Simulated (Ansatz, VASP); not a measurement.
# One calculation of GaGe3, two programs

INCAR

```
  PREC = Accurate
  ENCUT = 520
  EDIFF = 1E-6
  ISMEAR = -1
  SIGMA = 0.05
  LREAL = F
  LASPH = T
  NELM = 100
  ALGO = Normal
  ISIF = 2
  LWAVE = F
  LCHARG = F
  GGA = PE
  NBANDS = 36
```

Contents of KPOINTS:

```
Automatic mesh
0
Gamma
  6 6 6
```

File POSCAR:

```
GaGe3
1.0
    4.3068010377      0.0000000000      0.0000000000
    0.0000000000      4.3068010377      0.0000000000
    0.0000000000      0.0000000000      4.3068010377
Ge Ga
3 1
Direct
    0.5000000000      0.5000000000      0.0000000000
    0.5000000000      0.0000000000      0.5000000000
    0.0000000000      0.5000000000      0.5000000000
    0.0000000000      0.0000000000      0.0000000000
```

File input.yaml:

```yaml
crystal:
  lattice:
    - [4.3068010377, 0.0, 0.0]
    - [0.0, 4.3068010377, 0.0]
    - [0.0, 0.0, 4.3068010377]
  atoms:
    - { symbol: Ge, position: [0.5, 0.5, 0.0] }
    - { symbol: Ge, position: [0.5, 0.0, 0.5] }
    - { symbol: Ge, position: [0.0, 0.5, 0.5] }
    - { symbol: Ga, position: [0.0, 0.0, 0.0] }
hamiltonian:
  xc: pbe
  pseudopotentials: { kind: paw }
kpoints:
  mp_grid: { grid: [6, 6, 6] }
scf:
  occupations: { method: fermi_dirac, width: 0.05 }
output:
  forces: true
  stress: true
  eigenvalues: true
```

Alike in both runs: task single point; functional PBE; k mesh 6 × 6 × 6; occupations fermi-dirac, width 0.05 eV; no spin polarisation.

```csv
,VASP,Ansatz
version,VASP 6.6.1,Ansatz 0.2.0
potentials or method,"VASP PAW PBE potentials, release 64 (Ge_d, Ga_d)",Ansatz PAW
plane-wave cutoff (eV),520,420
valence electrons in the cell,55,55
```

|  | VASP | Ansatz | Ansatz less VASP |
| --- | --- | --- | --- |
| gap on the k mesh at the Fermi level (eV) | none | none | - |
| pressure (GPa) | -1.1 | -1.1 | -0.01 |

A gap of «none» marks a metal or a gap that the smearing closes. The functional is the same, so the differences come from potentials, cutoffs and numerics.
